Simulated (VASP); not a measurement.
Set up this calculation in VASP 6.6.1, as the native input.

```
Task                   : single point
Functional             : PBE
Potentials or basis    : VASP PAW PBE potentials, release 64 (W_sv, S)
Cutoff                 : 500 eV
k mesh                 : 10 × 10 × 10
Occupations            : methfessel-paxton, width 0.025 eV
Spin                   : no spin polarisation
Hubbard terms          : W d U = 2.0 eV
Dipole correction      : no
Further INCAR settings : ALGO = Normal; EDIFF = 1e-06; NBANDS = 20
```

The structure of WS2 lies in POSCAR:

```
WS2
1.0
    1.5790000000      0.9116360751      6.1633333333
   -1.5790000000      0.9116360751      6.1633333333
    0.0000000000     -1.8232721501      6.1633333333
W S
1 2
Direct
    0.0000000000      0.0000000000      0.0000000000
    0.4190000000      0.4190000000      0.4190000000
    0.2497000000      0.2497000000      0.2497000000
```

These files were run (other wordings do the same):

INCAR

```
SYSTEM = WS2
PREC = Accurate
ENCUT = 500
EDIFF = 1E-6
ISMEAR = 1
SIGMA = 0.025
LREAL = .FALSE.
LASPH = .TRUE.
NELM = 200
ALGO = Normal
ISIF = 2
LWAVE = .FALSE.
LCHARG = .FALSE.
LMAXMIX = 4
LDAU = .TRUE.
LDAUTYPE = 2
LDAUL = 2 -1
LDAUU = 2 0
LDAUJ = 0 0
LDAUPRINT = 1
GGA = PE
NBANDS = 20
GGA_COMPAT = .FALSE.
```

KPOINTS

```
regular mesh
0
G
  10 10 10
  0 0 0
```

Potentials or basis: VASP PAW PBE potentials, release 64 (W_sv, S).

Run with:

```sh
$ cat potpaw_PBE.64/W_sv/POTCAR potpaw_PBE.64/S/POTCAR > POTCAR
$ mpirun -np 1 vasp_std > vasp.out
```

Results of the run:

The pressure is 6.2 GPa. The largest force is 0.701 eV/Å and the band gap on the k mesh is 1.08 eV (least direct gap 2.22 eV).

Caveat: the cell stands under pressure; spin-orbit coupling is left out, which moves the levels of the heavy elements.

It took 4.5 min on 1 thread of Intel(R) Xeon(R) Platinum 8488C (Sapphire Rapids), with other jobs on the host, peak memory 0.37 GiB.
